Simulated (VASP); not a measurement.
Input of a VASP 6.6.1 run:

INCAR

```
SYSTEM = Ge2PdS3
PREC = Accurate
ENCUT = 630
EDIFF = 1E-6
ISMEAR = -1
SIGMA = 0.05
LREAL = .FALSE.
LASPH = .TRUE.
NELM = 120
ALGO = Normal
ISIF = 2
LWAVE = .FALSE.
LCHARG = .FALSE.
GGA = PS
NBANDS = 41
GGA_COMPAT = .FALSE.
```

File KPOINTS:

```
Automatic mesh
0
G
  6 6 4
  0 0 0
```

File POSCAR:

```
Ge2PdS3
1.0
    5.9743985180     -2.1781753110      0.2564737054
    5.8496216189      1.8122057799      0.5620695627
   -5.2028489356      0.6799919687      4.6076279575
Ge Pd S
2 1 3
Direct
    0.6117690743      0.6286148202      0.8763212250
    0.4617610292      0.4339648704      0.2242865427
    0.0851750057      0.2679854621      0.6999466091
    1.0701407690      0.7733057631      0.4400525112
    0.7353848213      0.8847151446      0.7343306355
    0.1148235456     -0.0191919007      0.0888986175
```

Potentials or basis: VASP PAW PBE potentials, release 64 (Ge_d, Pd_sv_GW, S).

The run is started by

```console
$ cat potpaw_PBE.64/Ge_d/POTCAR potpaw_PBE.64/Pd_sv_GW/POTCAR potpaw_PBE.64/S/POTCAR > POTCAR
$ mpirun -np 1 vasp_std > vasp.out
```

(1) What does it give for the pressure?

(2) Predict the band gap on the k mesh.

Results:

(1) -0.1 GPa.

(2) zero (bands 32 and 33 overlap by 0.42 eV).

Caveat: the PAW data sets were made with another functional, which shifts forces and pressure a little.
